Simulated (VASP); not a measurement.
# N (Pa-3) in VASP: a series of runs, part 2 of 2

VASP 6.6.1.

## 5. Single point, PBE

INCAR reads:

```
SYSTEM = N
ALGO = Normal
EDIFF = 1E-6
ENCUT = 520
GGA = PE
ISIF = 2
ISMEAR = -1
LASPH = .TRUE.
LCHARG = .FALSE.
LREAL = .FALSE.
LWAVE = .FALSE.
NBANDS = 30
NELM = 100
PREC = Accurate
SIGMA = 0.05
```

KPOINTS reads:

```
k-points
0
G
  5 5 5
  0 0 0
```

POSCAR reads:

```
N
1.0
    5.5605176600      0.0000000000      0.0000000000
    0.0000000000      5.5605176600      0.0000000000
    0.0000000000      0.0000000000      5.5605176600
N
8
Direct
    0.0573973300      0.4426026700      0.5573973300
    0.4426026700      0.5573973300      0.0573973300
    0.5573973300      0.0573973300      0.4426026700
    0.9426026700      0.9426026700      0.9426026700
    0.9426026700      0.5573973300      0.4426026700
    0.5573973300      0.4426026700      0.9426026700
    0.4426026700      0.9426026700      0.5573973300
    0.0573973300      0.0573973300      0.0573973300
```

Potentials or basis: VASP PAW PBE potentials, release 64 (N).

Run with:

```console
$ cat potpaw_PBE.64/N/POTCAR > POTCAR
$ mpirun -np 1 vasp_std > vasp.out
```

OUTCAR:

```text
SYSTEM = N
   EDIFF = 1E-6
   ENCUT = 520
   GGA = PE
   ISIF = 2
   ISMEAR = -1
   LASPH = .TRUE.
   LREAL = .FALSE.
   NELM = 100
   PREC = Accurate

 ion  position               nearest neighbor table
   1  0.057  0.443  0.557-   5 1.11
   2  0.443  0.557  0.057-   6 1.11
   3  0.557  0.057  0.443-   7 1.11
   4  0.943  0.943  0.943-   8 1.11
   5  0.943  0.557  0.443-   1 1.11
   6  0.557  0.443  0.943-   2 1.11
   7  0.443  0.943  0.557-   3 1.11
   8  0.057  0.057  0.057-   4 1.11

  LATTYP: Found a simple cubic cell.
 ALAT       =     5.5605176600

  Lattice vectors:

 A1 = (   5.5605176600,   0.0000000000,   0.0000000000)
 A2 = (   0.0000000000,   5.5605176600,   0.0000000000)
 A3 = (   0.0000000000,   0.0000000000,   5.5605176600)

Analysis of symmetry for initial positions (statically):
=====================================================================
 Subroutine PRICEL returns:
 Original cell was already a primitive cell.

 Routine SETGRP: Setting up the symmetry group for a
 simple cubic supercell.

 Subroutine GETGRP returns: Found 24 space group operations
 (whereof  6 operations were pure point group operations)
 out of a pool of 48 trial point group operations.

The static configuration has the point symmetry S_6 .
 The point group associated with its full space group is T_h .

Analysis of symmetry for dynamics (positions and initial velocities):
=====================================================================
 Subroutine PRICEL returns:
 Original cell was already a primitive cell.

 Routine SETGRP: Setting up the symmetry group for a
 simple cubic supercell.

 Subroutine GETGRP returns: Found 24 space group operations
 (whereof  6 operations were pure point group operations)
 out of a pool of 48 trial point group operations.

The dynamic configuration has the point symmetry S_6 .
 The point group associated with its full space group is T_h .

 Subroutine INISYM returns: Found 24 space group operations
 (whereof  6 operations are pure point group operations),
 and found     1 'primitive' translations

----------------------------------------------------------------------------------------

                                     Primitive cell

  volume of cell :     171.9276

  direct lattice vectors                    reciprocal lattice vectors
     5.560517660  0.000000000  0.000000000     0.179839371  0.000000000  0.000000000
     0.000000000  5.560517660  0.000000000     0.000000000  0.179839371  0.000000000
     0.000000000  0.000000000  5.560517660     0.000000000  0.000000000  0.179839371

  length of vectors
     5.560517660  5.560517660  5.560517660     0.179839371  0.179839371  0.179839371

  position of ions in fractional coordinates (direct lattice)
     0.057397330  0.442602670  0.557397330
     0.442602670  0.557397330  0.057397330
     0.557397330  0.057397330  0.442602670
     0.942602670  0.942602670  0.942602670
     0.942602670  0.557397330  0.442602670
     0.557397330  0.442602670  0.942602670
     0.442602670  0.942602670  0.557397330
     0.057397330  0.057397330  0.057397330

  ion indices of the primitive-cell ions
[... 41 lines left out ...]
  0.200000  0.200000  0.000000     12.000000
  0.400000  0.200000  0.000000     12.000000
 -0.200000  0.400000  0.000000     12.000000
  0.400000  0.400000  0.000000     12.000000
  0.200000  0.200000  0.200000      8.000000
  0.400000  0.200000  0.200000     24.000000
  0.400000  0.400000  0.200000     24.000000
  0.400000  0.400000  0.400000      8.000000
   k-points           NKPTS =     11   k-points in BZ     NKDIM =     11   number of bands    NBANDS=     30
   number of dos      NEDOS =    301   number of ions     NIONS =      8
   total plane-waves  NPLWV =  74088
   dimension x,y,z NGX =    42 NGY =   42 NGZ =   42
   dimension x,y,z NGXF=    84 NGYF=   84 NGZF=   84
   ions per type =               8
   NGX,Y,Z   is equivalent  to a cutoff of  12.56, 12.56, 12.56 a.u.
   NGXF,Y,Z  is equivalent  to a cutoff of  25.11, 25.11, 25.11 a.u.
 SYSTEM =  N
   PREC   = accura    normal or accurate (medium, high low for compatibility)
   ISTART =      0    job   : 0-new  1-cont  2-samecut
   ICHARG =      2    charge: 1-file 2-atom 10-const
   ISPIN  =      1    spin polarized calculation?
   LNONCOLLINEAR =      F non collinear calculations
   LSORBIT =      F    spin-orbit coupling
   LASPH  =      T    aspherical Exc in radial PAW
   ENCUT  =  520.0 eV  38.22 Ry    6.18 a.u.  10.34 10.34 10.34*2*pi/ulx,y,z
   NELM   =    100;   NELMIN=  2; NELMDL= -5     # of ELM steps
   EDIFF  = 0.1E-05   stopping-criterion for ELM
   LREAL  =      F    real-space projection
   EDIFFG = 0.1E-04   stopping-criterion for IOM
   NSW    =      0    number of steps for IOM
   IBRION =     -1    ionic relax: 0-MD 1-quasi-New 2-CG
   NFREE  =      0    steps in history (QN), initial steepest desc. (CG)
   ISIF   =      2    stress and relaxation
   ISYM   =      2    0-nonsym 1-usesym 2-fastsym
   POTIM  = 0.5000    time-step for ionic-motion
   TEBEG  =    0.0;   TEEND  =   0.0 temperature during run
   PSTRESS=    0.0 pullay stress
   NELECT =      40.0000    total number of electrons
   NUPDOWN=      -1.0000    fix difference up-down
   EMIN   =  10.00;   EMAX   =-10.00  energy-range for DOS
   EFERMI =   0.00;   METHOD = LEGACY
   ISMEAR =    -1;   SIGMA  =   0.05  broadening in eV -4-tet -1-fermi 0-gaus
   EFERMI_NEDOS =   21; number of points for ismear=-14 and -15
   IALGO  =     38    algorithm
   IMIX   =      4    mixing-type and parameters
     AMIX     =   0.40;   BMIX     =  1.00
     AMIX_MAG =   1.60;   BMIX_MAG =  1.00
  volume/ion in A,a.u.               =      21.49       145.03
  Fermi-wavevector in a.u.,A,eV,Ry     =   1.006884  1.902736 13.793806  1.013816
  Thomas-Fermi vector in A             =   2.139655
   LORBIT       =      0    0 simple, 1 ext, 2 COOP (PROOUT), +10 PAW based schemes
   GGA     = PE    functional components
   LHFCALC =     F    Hartree Fock is set to
   AEXX    =    0.0000 exact exchange contribution
   IVDW    =     0    specifies the selected vdW correction
   LEPSILON=     F    determine dielectric tensor
   LRPA    =     F    only Hartree local field effects (RPA)
 non-spin polarized calculation
  energy-cutoff  :      520.00
  volume of cell :      171.93
 maximum number of plane-waves:      4656
 NGX is ok and might be reduce to    42
   NGX = 21   NGY = 21   NGZ = 21

 number of electron      39.9999988 magnetization

 Free energy of the ion-electron system (eV)
  ---------------------------------------------------
  ext. energy  EPLUGINS =         0.00000000
  ---------------------------------------------------
  free energy    TOTEN  =       -66.59558532 eV

  energy without entropy =      -66.59558532  energy(sigma->0) =      -66.59558532

 E-fermi :  -5.0384     XC(G=0):  -6.6232

 val. band max:       -6.3198122817   @ k =   0.4000   0.0000   0.0000
 cond. band min:       0.9202261401   @ k =   0.0000   0.0000   0.0000
 fundamental gap:      7.2400384219
 Fermi energy:        -5.0383908994

 k-point     1 :       0.0000    0.0000    0.0000
  band No.  band energies     occupation
      1     -24.6618      2.00000
      2     -24.5961      2.00000
      3     -24.5961      2.00000
      4     -24.5961      2.00000
      5      -9.9365      2.00000
      6      -9.9365      2.00000
[... 352 lines left out ...]
     29       6.1767      0.00000
     30       6.5675      0.00000

------------------------ aborting loop because EDIFF is reached ----------------------------------------

  FORCE on cell =-STRESS in cart. coord.  units (eV):
  Direction    XX          YY          ZZ          XY          YZ          ZX
  --------------------------------------------------------------------------------------
  -------------------------------------------------------------------------------------
  Total        2.1320536      2.1320536      2.1320536      0.0000000      0.0000000      0.0000000
  in kB       19.8684064     19.8684064     19.8684064      0.0000000      0.0000000      0.0000000
  external PRESSURE =      19.8684064 kB  Pullay stress =       0.0000000 kB

 VOLUME and BASIS-vectors are now :
 -----------------------------------------------------------------------------
  energy-cutoff  :      520.00
  volume of cell :      171.93
      direct lattice vectors                 reciprocal lattice vectors
     5.560517660  0.000000000  0.000000000     0.179839371  0.000000000  0.000000000
     0.000000000  5.560517660  0.000000000     0.000000000  0.179839371  0.000000000
     0.000000000  0.000000000  5.560517660     0.000000000  0.000000000  0.179839371

 POSITION                                       TOTAL-FORCE (eV/Angst)
 -----------------------------------------------------------------------------------
      0.31916      2.46110      3.09942         0.607966     -0.607966      0.607966
      2.46110      3.09942      0.31916        -0.607966      0.607966      0.607966
      3.09942      0.31916      2.46110         0.607966      0.607966     -0.607966
      5.24136      5.24136      5.24136        -0.607966     -0.607966     -0.607966
      5.24136      3.09942      2.46110        -0.607966      0.607966     -0.607966
      3.09942      2.46110      5.24136         0.607966     -0.607966     -0.607966
      2.46110      5.24136      3.09942        -0.607966     -0.607966      0.607966
      0.31916      0.31916      0.31916         0.607966      0.607966      0.607966
 -----------------------------------------------------------------------------------
    total drift:                               -0.000000      0.000000      0.000000

  FREE ENERGIE OF THE ION-ELECTRON SYSTEM (eV)
  ---------------------------------------------------
  free  energy   TOTEN  =       -66.5955853190 eV

  energy  without entropy=      -66.5955853190  energy(sigma->0) =      -66.59558532
```

It took 81 s on 1 thread of Intel Xeon 8259CL, shared host; peak memory 0.25 GiB.

What came out:

* Free energy: -66.5956 eV
* Pressure: 2.0 GPa
* Largest force: 1.053 eV/Å
* Band gap on the k mesh: 7.24 eV (least direct gap 7.27 eV)

Forces in eV/Å, atoms in the order of the input:
```
N    0.608 -0.608  0.608
N   -0.608  0.608  0.608
N    0.608  0.608 -0.608
N   -0.608 -0.608 -0.608
N   -0.608  0.608 -0.608
N    0.608 -0.608 -0.608
N   -0.608 -0.608  0.608
N    0.608  0.608  0.608
```

Caveat: the standard files for N, O and F lose accuracy on very short bonds; this functional lacks dispersion, which holds the molecules together, so the pressure and a relaxed volume are unreliable; an odd mesh through Γ misses points on the zone boundary, where band edges can lie; forces of over 1 eV/Å act on the atoms, so gaps and moduli don't describe the material at rest.

## 6. The runs side by side

```tsv
level	potentials or basis	k mesh	smearing	gap on the mesh (eV)	pressure (GPa)	largest force (eV/Å)
r2SCAN	VASP PAW PBE potentials, release 64 (N)	6 × 6 × 6	gaussian 0.01 eV	7.91	0.1	0.15
r2SCAN	VASP PAW PBE potentials, release 64 (N)	5 × 5 × 5	fermi-dirac 0.05 eV	7.91	0.1	0.15
LDA	VASP PAW LDA potentials, release 64 (N)	5 × 5 × 5	fermi-dirac 0.05 eV	7.05	-1.2	0.38
PBE	VASP PAW PBE potentials, release 64 (N)	5 × 5 × 5	fermi-dirac 0.05 eV	7.24	2.0	1.05
```

Alike in all rows: task single point; no spin polarisation; cell as given; cutoff (eV) 520.

Caveats: the standard files for N, O and F lose accuracy on very short bonds; an odd mesh through Γ misses points on the zone boundary, where band edges can lie (at least some runs); the PAW data sets were made with another functional, which shifts forces and pressure a little (at least some runs); this functional lacks dispersion, which holds the molecules together, so the pressure and a relaxed volume are unreliable (at least some runs); forces of over 1 eV/Å act on the atoms, so gaps and moduli don't describe the material at rest (at least some runs).

Absolute energies hang on the potentials; compare differences alone.
